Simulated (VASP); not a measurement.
# CeO2 (Fm-3m) in VASP: further runs

Aim: see how the results for CeO2 move with the level of theory and the settings. Levels: PBE, PBEsol. Tasks: dielectric tensor, vibrations by perturbation theory.

All numbers are computed with VASP 6.6.1; they aren't measurements. Logs are shortened: lines on timing, memory, paths and dates and some standing lists are left out, and cuts for length are marked.

### Step 1. The cell of the first run

Symmetry: Fm-3m, No. 225, cubic system. Conventional cell: a = 5.437 Å, b = 5.437 Å, c = 5.437 Å, α = 90.00°, β = 90.00°, γ = 90.00°. Within 3.1 Å of Ce (site symmetry m-3m) lie 8 O at 2.35 Å. Within 3.1 Å of O (site symmetry -43m) lie 4 Ce at 2.35 Å and 6 O at 2.72 Å.

### Step 2. Dielectric tensor, PBE

The input, INCAR:

```
SYSTEM = CeO2
PREC     = Accurate       ! precision mode
ENCUT    = 520            ! plane-wave cutoff, eV
EDIFF    = 1E-8           ! SCF threshold, eV
ISMEAR   = 0              ! smearing method
SIGMA    = 0.01           ! smearing width, eV
LREAL    = .FALSE.        ! projectors in reciprocal space
LASPH    = .TRUE.         ! aspherical terms in the spheres
NELM     = 200            ! most SCF steps
ALGO     = Normal         ! electronic algorithm
ISIF     = 2              ! what is computed and relaxed
LWAVE    = .FALSE.        ! write WAVECAR
LCHARG   = .FALSE.        ! write CHGCAR
GGA      = PE             ! functional
LEPSILON = .TRUE.         ! dielectric tensor by DFPT
GGA_COMPAT= .FALSE.      
LMAXMIX  = 6              ! l up to which the mixer works
```

The input, KPOINTS:

```
Automatic mesh
0
G
  6 6 6
  0 0 0
```

The input, POSCAR:

```
CeO2
1.0
    0.0000000000      2.7186496227      2.7186496227
    2.7186496227      0.0000000000      2.7186496227
    2.7186496227      2.7186496227      0.0000000000
Ce O
1 2
Direct
    0.0000000000      0.0000000000      0.0000000000
    0.2500000000      0.2500000000      0.2500000000
    0.7500000000      0.7500000000      0.7500000000
```

Potentials or basis: VASP PAW PBE potentials, release 64 (Ce, O).

Started as:

```bash
$ cat potpaw_PBE.64/Ce/POTCAR potpaw_PBE.64/O/POTCAR > POTCAR
$ mpirun -np 1 vasp_std > vasp.out
```

OUTCAR:

```text
SYSTEM = CeO2
   PREC = Accurate
   ENCUT = 520
   EDIFF = 1E-8
   ISMEAR = 0
   LREAL = .FALSE.
   LASPH = .TRUE.
   NELM = 200
   ISIF = 2
   GGA = PE
   LEPSILON = .TRUE.

 ion  position               nearest neighbor table
   1  0.000  0.000  0.000-   2 2.35   3 2.35   3 2.35   3 2.35   3 2.35   2 2.35   2 2.35   2 2.35

   2  0.250  0.250  0.250-   1 2.35   1 2.35   1 2.35   1 2.35
   3  0.750  0.750  0.750-   1 2.35   1 2.35   1 2.35   1 2.35

  LATTYP: Found a face centered cubic cell.
 ALAT       =     5.4372992454

  Lattice vectors:

 A1 = (   0.0000000000,   2.7186496227,   2.7186496227)
 A2 = (   2.7186496227,   0.0000000000,   2.7186496227)
 A3 = (   2.7186496227,   2.7186496227,   0.0000000000)

Analysis of symmetry for initial positions (statically):
=====================================================================
 Subroutine PRICEL returns:
 Original cell was already a primitive cell.

 Routine SETGRP: Setting up the symmetry group for a
 face centered cubic supercell.

 Subroutine GETGRP returns: Found 48 space group operations
 (whereof 48 operations were pure point group operations)
 out of a pool of 48 trial point group operations.

The static configuration has the point symmetry O_h .

Analysis of symmetry for dynamics (positions and initial velocities):
=====================================================================
 Subroutine PRICEL returns:
 Original cell was already a primitive cell.

 Routine SETGRP: Setting up the symmetry group for a
 face centered cubic supercell.

 Subroutine GETGRP returns: Found 48 space group operations
 (whereof 48 operations were pure point group operations)
 out of a pool of 48 trial point group operations.

The dynamic configuration has the point symmetry O_h .

 Subroutine INISYM returns: Found 48 space group operations
 (whereof 48 operations are pure point group operations),
 and found     1 'primitive' translations

----------------------------------------------------------------------------------------

                                     Primitive cell

  volume of cell :      40.1874

  direct lattice vectors                    reciprocal lattice vectors
     0.000000000  2.718649623  2.718649623    -0.183914836  0.183914836  0.183914836
     2.718649623  0.000000000  2.718649623     0.183914836 -0.183914836  0.183914836
     2.718649623  2.718649623  0.000000000     0.183914836  0.183914836 -0.183914836

  length of vectors
     3.844751168  3.844751168  3.844751168     0.318549841  0.318549841  0.318549841

  position of ions in fractional coordinates (direct lattice)
     0.000000000  0.000000000  0.000000000
     0.250000000  0.250000000  0.250000000
     0.750000000  0.750000000  0.750000000

  ion indices of the primitive-cell ions
   primitive index   ion index
                 1           1
                 2           2
                 3           3

----------------------------------------------------------------------------------------

 KPOINTS: Automatic mesh

Automatic generation of k-mesh.
 Grid dimensions read from file:
 generate k-points for:    6    6    6

 Generating k-lattice:

  Cartesian coordinates                     Fractional coordinates (reciprocal lattice)
    -0.030652473  0.030652473  0.030652473     0.166666667  0.000000000  0.000000000
     0.030652473 -0.030652473  0.030652473     0.000000000  0.166666667  0.000000000
[... 69 lines left out ...]
     AMIX_MAG =   1.60;   BMIX_MAG =  1.00
  volume/ion in A,a.u.               =      13.40        90.40
  Fermi-wavevector in a.u.,A,eV,Ry     =   1.378633  2.605239 25.859627  1.900629
  Thomas-Fermi vector in A             =   2.503677
   LORBIT       =      0    0 simple, 1 ext, 2 COOP (PROOUT), +10 PAW based schemes
   GGA     = PE    functional components
   LHFCALC =     F    Hartree Fock is set to
   AEXX    =    0.0000 exact exchange contribution
   IVDW    =     0    specifies the selected vdW correction
   LEPSILON=     T    determine dielectric tensor
   LRPA    =     F    only Hartree local field effects (RPA)
 non-spin polarized calculation
 Gauss-broadening in eV      SIGMA  =   0.01
  energy-cutoff  :      520.00
  volume of cell :       40.19
 maximum number of plane-waves:      1106
 NGX is ok and might be reduce to    30
   NGX = 15   NGY = 15   NGZ = 15

--------------------------------------- Ionic step        1  -------------------------------------------

 number of electron      23.9999991 magnetization

 E-fermi :   5.1360     XC(G=0): -11.2471

 val. band max:        5.0834303086   @ k =   0.5000   0.3333   0.1667
 cond. band min:       7.1031819655   @ k =   0.5000   0.0000   0.0000
 fundamental gap:      2.0197516569
 Fermi energy:         5.1360093811

 k-point     1 :       0.0000    0.0000    0.0000
  band No.  band energies     occupation
      1     -27.2516      2.00000
      2     -11.1067      2.00000
      3     -10.1590      2.00000
      4      -9.4138      2.00000
      5      -9.4138      2.00000
      6      -9.4138      2.00000
[... 281 lines left out ...]
      3     -12.1092      2.00000
      4     -10.0087      2.00000
      5      -8.5279      2.00000
      6      -6.9775      2.00000
[... 8 lines left out ...]
     15       7.2766      0.00000
     16       7.4229      0.00000

  FORCE on cell =-STRESS in cart. coord.  units (eV):
  Direction    XX          YY          ZZ          XY          YZ          ZX
  --------------------------------------------------------------------------------------
  -------------------------------------------------------------------------------------
  Total        0.6553616      0.6553616      0.6553616      0.0000000      0.0000000     -0.0000000
  in kB       26.1277419     26.1277419     26.1277419      0.0000000      0.0000000     -0.0000000
  external PRESSURE =      26.1277419 kB  Pullay stress =       0.0000000 kB

 VOLUME and BASIS-vectors are now :
 -----------------------------------------------------------------------------
  energy-cutoff  :      520.00
  volume of cell :       40.19
      direct lattice vectors                 reciprocal lattice vectors
     0.000000000  2.718649623  2.718649623    -0.183914836  0.183914836  0.183914836
     2.718649623  0.000000000  2.718649623     0.183914836 -0.183914836  0.183914836
     2.718649623  2.718649623  0.000000000     0.183914836  0.183914836 -0.183914836

 POSITION                                       TOTAL-FORCE (eV/Angst)
 -----------------------------------------------------------------------------------
      0.00000      0.00000      0.00000        -0.000000     -0.000000     -0.000000
      1.35932      1.35932      1.35932        -0.000000     -0.000000     -0.000000
      4.07797      4.07797      4.07797         0.000000      0.000000      0.000000
 -----------------------------------------------------------------------------------
    total drift:                                0.000000     -0.000000      0.000000

  FREE ENERGIE OF THE ION-ELECTRON SYSTEM (eV)
  ---------------------------------------------------
  free  energy   TOTEN  =       -26.2241763700 eV

  energy  without entropy=      -26.2241763700  energy(sigma->0) =      -26.22417637

 HEAD OF MICROSCOPIC STATIC DIELECTRIC TENSOR (INDEPENDENT PARTICLE, excluding Hartree and local field effects)
 ------------------------------------------------------
           8.052209     0.000000     0.000000
          -0.000000     8.052209     0.000000
          -0.000000    -0.000000     8.052209
 ------------------------------------------------------

 Free energy of the ion-electron system (eV)
  ---------------------------------------------------
  ---------------------------------------------------
  free energy    TOTEN  =        -0.79693770 eV

  energy without entropy =       -0.79693770

------------------------ aborting loop because EDIFF is reached ----------------------------------------

--------------------------------------- Ionic step        2  -------------------------------------------

------------------------ aborting loop because EDIFF is reached ----------------------------------------

--------------------------------------- Ionic step        3  -------------------------------------------

 Free energy of the ion-electron system (eV)
  ---------------------------------------------------
  ---------------------------------------------------
  free energy    TOTEN  =        -0.79689176 eV

  energy without entropy =       -0.79689176

------------------------ aborting loop because EDIFF is reached ----------------------------------------

 PIEZOELECTRIC TENSOR FIELD DIRECTION 3  (e Angst)
 -----------------------------------------------------------------------------
    -0.00081  0.00000  0.00000           ( -0.00014  0.00000  0.00000)
     0.00000 -0.00081 -0.00000           (  0.00000 -0.00014  0.00000)
     0.00000  0.00000 -0.00101           (  0.00000  0.00000 -0.00005)

 PIEZOELECTRIC TENSOR FIELD DIRECTION 3  (C/m^2)
 -----------------------------------------------------------------------------
    -0.00032  0.00000  0.00000
     0.00000 -0.00032 -0.00000
     0.00000  0.00000 -0.00040

 MACROSCOPIC STATIC DIELECTRIC TENSOR (including local field effects in DFT)
 ------------------------------------------------------
           7.886802     0.000000    -0.000000
           0.000000     7.886802     0.000000
          -0.000000     0.000000     7.886802
 ------------------------------------------------------

 PIEZOELECTRIC TENSOR (including local field effects)  for field in x, y, z        (e  Angst)
          XX          YY          ZZ          XY          YZ          ZX
  --------------------------------------------------------------------------------
  x     0.00000     0.00000     0.00000     0.00000     0.00000     0.00000
  y     0.00000     0.00000     0.00000     0.00000     0.00000     0.00000
  z     0.00000     0.00000     0.00000     0.00000     0.00000     0.00000

 PIEZOELECTRIC TENSOR (including local field effects)  for field in x, y, z        (C/m^2)
          XX          YY          ZZ          XY          YZ          ZX
  --------------------------------------------------------------------------------
  x     0.00000     0.00000     0.00000     0.00000     0.00000     0.00000
  y     0.00000     0.00000     0.00000     0.00000     0.00000     0.00000
  z     0.00000     0.00000     0.00000     0.00000     0.00000     0.00000

 BORN EFFECTIVE CHARGES (including local field effects) (in |e|, cummulative output)
 ---------------------------------------------------------------------------------
 ion    1
    1     5.76621     0.00000     0.00000
    2     0.00000     5.76621    -0.00000
    3    -0.00000     0.00000     5.76621
 ion    2
    1    -2.88311     0.00000     0.00000
    2     0.00000    -2.88311     0.00000
    3     0.00000     0.00000    -2.88311
 ion    3
    1    -2.88311     0.00000     0.00000
    2     0.00000    -2.88311     0.00000
    3     0.00000     0.00000    -2.88311
```

It took 5.2 min on 1 thread of Intel Xeon 6975P-C (Granite Rapids), shared host; peak memory 0.24 GiB.

What came out:

| Quantity | Value |
| --- | --- |
| Band gap on the k mesh | 2.02 eV (least direct gap 2.09 eV) |
| Electronic dielectric tensor (diagonal) | 7.89 |
| Born charges (mean of the diagonal) | Ce +5.77; O -2.88 e |

Electronic dielectric tensor:
```
7.89 0.00 0.00
0.00 7.89 0.00
0.00 0.00 7.89
```

Born effective charge tensors (e):
atom 1, Ce
```
5.77 0.00 0.00
0.00 5.77 0.00
0.00 0.00 5.77
```
atom 2, O
```
-2.88  0.00  0.00
 0.00 -2.88  0.00
 0.00  0.00 -2.88
```
atom 3, O
```
-2.88  0.00  0.00
 0.00 -2.88  0.00
 0.00  0.00 -2.88
```

Caveat: spin-orbit coupling is left out, which moves the levels of the heavy elements. A k mesh can miss the band edges.

[end of part 1 of 2]
